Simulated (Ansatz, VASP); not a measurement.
# Two plane-wave programs on FeSi

```
Fe Si
1.0
     4.44873    0.00000    0.00000
     0.00000    4.44873    0.00000
     0.00000    0.00000    4.44873
Fe Si
4 4
Cartesian
  0.6032 0.6032 0.6032
  1.6212 3.8456 2.8275
  2.8275 1.6212 3.8456
  3.8456 2.8275 1.6212
  3.7418 3.7418 3.7418
  2.9313 0.7069 1.5174
  1.5174 2.9313 0.7069
  0.7069 1.5174 2.9313
```

Alike in both runs: functional PBE; k mesh 4 × 4 × 4; occupations gaussian, width 0.1 eV; no spin polarisation.

Ansatz relaxed the structure, and its values are those at the end. VASP's run is a single point on that final structure, the one shown.

|  | VASP | Ansatz |
| --- | --- | --- |
| version | VASP 6.6.1 | Ansatz 0.2.0 |
| potentials or method | VASP PAW PBE potentials, release 64 (Fe, Si) | scalar-relativistic, plane waves, norm-conserving pseudopotentials |
| plane-wave cutoff (eV) | 520 | 1225 |
| valence electrons in the cell | 48 | 80 |

Ansatz gave:

- gap on the k mesh at the Fermi level (eV): 0.16
- least direct gap on the mesh (eV): 0.18
- pressure (GPa): 0.0
- rms of the force components (eV/Å): 0.027

Question: Which values does VASP return?

Answer: gap on the k mesh at the Fermi level (eV): 0.17; least direct gap on the mesh (eV): 0.20; pressure (GPa): 0.2; rms of the force components (eV/Å): 0.038.

The functional is the same, so the differences come from potentials, cutoffs and numerics. VASP's potentials hold 48 valence electrons a cell and Ansatz's 80, so a difference there can come from the potentials and not from the codes.
